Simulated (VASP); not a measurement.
# N (P6_3/mmc) in VASP: single point with LDA

Aim: the single point of N with LDA.

Everything below comes from runs of VASP 6.6.1. Logs are shortened: lines on timing, memory, paths and dates and some standing lists are left out, and cuts for length are marked.

## 1. The cell of the first run

It takes space group P6_3/mmc (No. 194, hexagonal). The conventional cell has a = 3.527 Å, b = 3.527 Å, c = 6.825 Å, α = 90.00°, β = 90.00°, γ = 120.00°. Within 1.5 Å of N (site symmetry 3m) lie 1 N at 1.09 Å.

## 2. Single point, LDA

INCAR reads:

```
ALGO = Normal ; EDIFF = 1E-6
ENCUT = 600 ; GGA_COMPAT = False
ISIF = 2 ; ISMEAR = 0
LASPH = True ; LCHARG = True
LELF = True ; LREAL = False
LVHAR = True ; LWAVE = False
NBANDS = 30 ; NELM = 120
PREC = Accurate ; SIGMA = 0.05
```

KPOINTS reads:

```
k-points
0
Gamma
  7 7 2
```

POSCAR reads:

```
N
1.0
   -3.5269202438      0.0000000000      0.0000000000
   -1.7634601219     -3.0544025283      0.0000000000
    0.0000000000      0.0000000000     13.6505029787
N
8
Direct
    0.3333333333      0.3333333333      0.1650739346
    0.3333333333      0.3333333333      0.6650739346
    0.3333333333      0.3333333333      0.0849260654
    0.3333333333      0.3333333333      0.5849260654
    0.6666666667      0.6666666667      0.4150739346
    0.6666666667      0.6666666667      0.9150739346
    0.6666666667      0.6666666667      0.3349260654
    0.6666666667      0.6666666667      0.8349260654
```

Potentials or basis: VASP PAW LDA potentials, release 64 (N).

On the command line:

```bash
$ cat potpaw_LDA.64/N/POTCAR > POTCAR
$ mpirun -np 1 vasp_std > vasp.out
```

OUTCAR:

```text
EDIFF = 1E-6
   ENCUT = 600
   ISIF = 2
   ISMEAR = 0
   LASPH = True
   LREAL = False
   NELM = 120
   PREC = Accurate

 ion  position               nearest neighbor table
   1  0.333  0.333  0.165-   3 1.09
   2  0.333  0.333  0.665-   4 1.09
   3  0.333  0.333  0.085-   1 1.09
   4  0.333  0.333  0.585-   2 1.09
   5  0.667  0.667  0.415-   7 1.09
   6  0.667  0.667  0.915-   8 1.09
   7  0.667  0.667  0.335-   5 1.09
   8  0.667  0.667  0.835-   6 1.09
[... 7 lines left out ...]
 A1 = (   1.7634601219,   3.0544025283,   0.0000000000)
 A2 = (  -3.5269202438,   0.0000000000,   0.0000000000)
 A3 = (   0.0000000000,   0.0000000000,  13.6505029787)

Analysis of symmetry for initial positions (statically):
=====================================================================
 Subroutine PRICEL returns following result:

  LATTYP: Found a hexagonal cell.
 ALAT       =     3.5269202438
 C/A-ratio  =     1.9351873639

  Lattice vectors:

 A1 = (   1.7634601219,   3.0544025283,   0.0000000000)
 A2 = (  -3.5269202438,   0.0000000000,   0.0000000000)
 A3 = (   0.0000000000,   0.0000000000,   6.8252514893)

   2 primitive cells build up your supercell.

 Routine SETGRP: Setting up the symmetry group for a
 hexagonal supercell.

 Subroutine GETGRP returns: Found 24 space group operations
 (whereof 12 operations were pure point group operations)
 out of a pool of 24 trial point group operations.

The static configuration has the point symmetry D_3d.
 The point group associated with its full space group is D_6h.

Analysis of symmetry for dynamics (positions and initial velocities):
=====================================================================
 Subroutine PRICEL returns following result:

  LATTYP: Found a hexagonal cell.
 ALAT       =     3.5269202438
 C/A-ratio  =     1.9351873639

  Lattice vectors:

 A1 = (   1.7634601219,   3.0544025283,   0.0000000000)
 A2 = (  -3.5269202438,   0.0000000000,   0.0000000000)
 A3 = (   0.0000000000,   0.0000000000,   6.8252514893)

   2 primitive cells build up your supercell.

 Routine SETGRP: Setting up the symmetry group for a
 hexagonal supercell.

 Subroutine GETGRP returns: Found 24 space group operations
 (whereof 12 operations were pure point group operations)
[... 98 lines left out ...]
   EDIFF  = 0.1E-05   stopping-criterion for ELM
   LREAL  =      F    real-space projection
   EDIFFG = 0.1E-04   stopping-criterion for IOM
   NSW    =      0    number of steps for IOM
   IBRION =     -1    ionic relax: 0-MD 1-quasi-New 2-CG
   NFREE  =      0    steps in history (QN), initial steepest desc. (CG)
   ISIF   =      2    stress and relaxation
   ISYM   =      2    0-nonsym 1-usesym 2-fastsym
   POTIM  = 0.5000    time-step for ionic-motion
   TEBEG  =    0.0;   TEEND  =   0.0 temperature during run
   PSTRESS=    0.0 pullay stress
   NELECT =      40.0000    total number of electrons
   NUPDOWN=      -1.0000    fix difference up-down
   EMIN   =  10.00;   EMAX   =-10.00  energy-range for DOS
   EFERMI =   0.00;   METHOD = LEGACY
   ISMEAR =     0;   SIGMA  =   0.05  broadening in eV -4-tet -1-fermi 0-gaus
   EFERMI_NEDOS =   21; number of points for ismear=-14 and -15
   IALGO  =     38    algorithm
   IMIX   =      4    mixing-type and parameters
     AMIX     =   0.40;   BMIX     =  1.00
     AMIX_MAG =   1.60;   BMIX_MAG =  1.00
  volume/ion in A,a.u.               =      18.38       124.04
  Fermi-wavevector in a.u.,A,eV,Ry     =   1.060729  2.004488 15.308555  1.125147
  Thomas-Fermi vector in A             =   2.196121
   LORBIT       =      0    0 simple, 1 ext, 2 COOP (PROOUT), +10 PAW based schemes
   GGA     = CA    functional components
   LHFCALC =     F    Hartree Fock is set to
   AEXX    =    0.0000 exact exchange contribution
   IVDW    =     0    specifies the selected vdW correction
   LEPSILON=     F    determine dielectric tensor
   LRPA    =     F    only Hartree local field effects (RPA)
 non-spin polarized calculation
 Gauss-broadening in eV      SIGMA  =   0.05
  energy-cutoff  :      600.00
  volume of cell :      147.05
 maximum number of plane-waves:      4933
   NGX = 15   NGY = 15   NGZ = 55

 number of electron      40.0000008 magnetization

 Free energy of the ion-electron system (eV)
  ---------------------------------------------------
  ext. energy  EPLUGINS =         0.00000000
  ---------------------------------------------------
  free energy    TOTEN  =       -70.34934890 eV

  energy without entropy =      -70.34934890  energy(sigma->0) =      -70.34934890

 E-fermi :  -5.1190     XC(G=0):  -7.8404

 val. band max:       -5.3802855330   @ k =   0.0000   0.0000   0.0000
 cond. band min:       0.9819783039   @ k =  -0.4286   0.1429   0.0000
 fundamental gap:      6.3622638369
 Fermi energy:        -5.1189710645

 k-point     1 :       0.0000    0.0000    0.0000
  band No.  band energies     occupation
      1     -24.3267      2.00000
      2     -24.3003      2.00000
      3     -24.3003      2.00000
      4     -24.2735      2.00000
      5     -10.0553      2.00000
      6      -9.5179      2.00000
[... 517 lines left out ...]
     29       7.2120      0.00000
     30       7.2120      0.00000

------------------------ aborting loop because EDIFF is reached ----------------------------------------

  FORCE on cell =-STRESS in cart. coord.  units (eV):
  Direction    XX          YY          ZZ          XY          YZ          ZX
  --------------------------------------------------------------------------------------
  -------------------------------------------------------------------------------------
  Total       -0.1531827     -0.1531827      6.4464874      0.0000000      0.0000000     -0.0000000
  in kB       -1.6689748     -1.6689748     70.2365475      0.0000000      0.0000000     -0.0000000
  external PRESSURE =      22.2995326 kB  Pullay stress =       0.0000000 kB

 VOLUME and BASIS-vectors are now :
 -----------------------------------------------------------------------------
  energy-cutoff  :      600.00
  volume of cell :      147.05
      direct lattice vectors                 reciprocal lattice vectors
    -3.526920244  0.000000000  0.000000000    -0.283533488  0.163698136  0.000000000
    -1.763460122 -3.054402528  0.000000000     0.000000000 -0.327396272  0.000000000
     0.000000000  0.000000000 13.650502979     0.000000000  0.000000000  0.073257374

 POSITION                                       TOTAL-FORCE (eV/Angst)
 -----------------------------------------------------------------------------------
     -1.76346     -1.01813      2.25334         0.000000     -0.000000      1.518093
     -1.76346     -1.01813      9.07859         0.000000     -0.000000      1.518093
     -1.76346     -1.01813      1.15928         0.000000      0.000000     -1.518093
     -1.76346     -1.01813      7.98453         0.000000     -0.000000     -1.518093
     -3.52692     -2.03627      5.66597        -0.000000      0.000000      1.518093
     -3.52692     -2.03627     12.49122        -0.000000      0.000000      1.518093
     -3.52692     -2.03627      4.57191        -0.000000      0.000000     -1.518093
     -3.52692     -2.03627     11.39716        -0.000000      0.000000     -1.518093
 -----------------------------------------------------------------------------------
    total drift:                                0.000000      0.000000      0.000000

  FREE ENERGIE OF THE ION-ELECTRON SYSTEM (eV)
  ---------------------------------------------------
  free  energy   TOTEN  =       -70.3493489025 eV

  energy  without entropy=      -70.3493489025  energy(sigma->0) =      -70.34934890
```

OSZICAR:

```text
N       E                     dE             d eps       ncg     rms          rms(c)
DAV:   1     0.252445561593E+03    0.25245E+03   -0.20844E+04   960   0.130E+03
DAV:   2    -0.523561942744E+02   -0.30480E+03   -0.29246E+03  1296   0.279E+02
DAV:   3    -0.740852140173E+02   -0.21729E+02   -0.21533E+02  1134   0.792E+01
DAV:   4    -0.743079087927E+02   -0.22269E+00   -0.22231E+00  1136   0.925E+00
DAV:   5    -0.743098905266E+02   -0.19817E-02   -0.19812E-02  1216   0.826E-01    0.160E+01
DAV:   6    -0.711239556479E+02    0.31859E+01   -0.43591E+00   966   0.112E+01    0.904E+00
DAV:   7    -0.703816854137E+02    0.74227E+00   -0.27661E+00  1184   0.913E+00    0.224E+00
DAV:   8    -0.703496579706E+02    0.32027E-01   -0.25448E-01  1056   0.258E+00    0.402E-01
DAV:   9    -0.703494331867E+02    0.22478E-03   -0.71863E-03  1110   0.467E-01    0.187E-01
DAV:  10    -0.703493990402E+02    0.34147E-04   -0.16396E-03  1146   0.218E-01    0.632E-02
DAV:  11    -0.703493471847E+02    0.51855E-04   -0.12067E-04  1178   0.654E-02    0.999E-03
DAV:  12    -0.703493494228E+02   -0.22381E-05   -0.17623E-05  1142   0.236E-02    0.168E-02
DAV:  13    -0.703493489025E+02    0.52036E-06   -0.21461E-06   854   0.954E-03
   1 F= -.70349349E+02 E0= -.70349349E+02  d E =-.105657E-14
```

It took 44 s on 1 thread of Intel Xeon Platinum 8488C (Sapphire Rapids), shared host; peak memory 0.24 GiB.

Results:

```
Free energy            : -70.3493 eV
Pressure               : 2.2 GPa
Largest force          : 1.518 eV/Å
Band gap on the k mesh : 6.36 eV
```

Forces on the atoms (eV/Å):
```
N    0.000  0.000  1.518
N    0.000  0.000  1.518
N    0.000  0.000 -1.518
N    0.000  0.000 -1.518
N    0.000  0.000  1.518
N    0.000  0.000  1.518
N    0.000  0.000 -1.518
N    0.000  0.000 -1.518
```

Stress tensor (GPa, compression positive):
```
-0.17  0.00  0.00
 0.00 -0.17  0.00
 0.00  0.00  7.02
```

Levels at points of the mesh, in eV from the valence-band top:
```tsv
k point	band 17	band 18	band 19	band 20	band 21	band 22	band 23	band 24
(0.00, 0.00, 0.00)	-1.84	-0.79	-0.79	0.00	7.84	7.84	8.09	8.09
(0.00, 0.00, 0.50)	-1.54	-1.54	-0.22	-0.22	7.91	7.91	7.91	7.91
```

Caveat: the standard files for N, O and F lose accuracy on very short bonds; an odd mesh through Γ misses points on the zone boundary, where band edges can lie; forces of over 1 eV/Å act on the atoms, so gaps and moduli don't describe the material at rest.
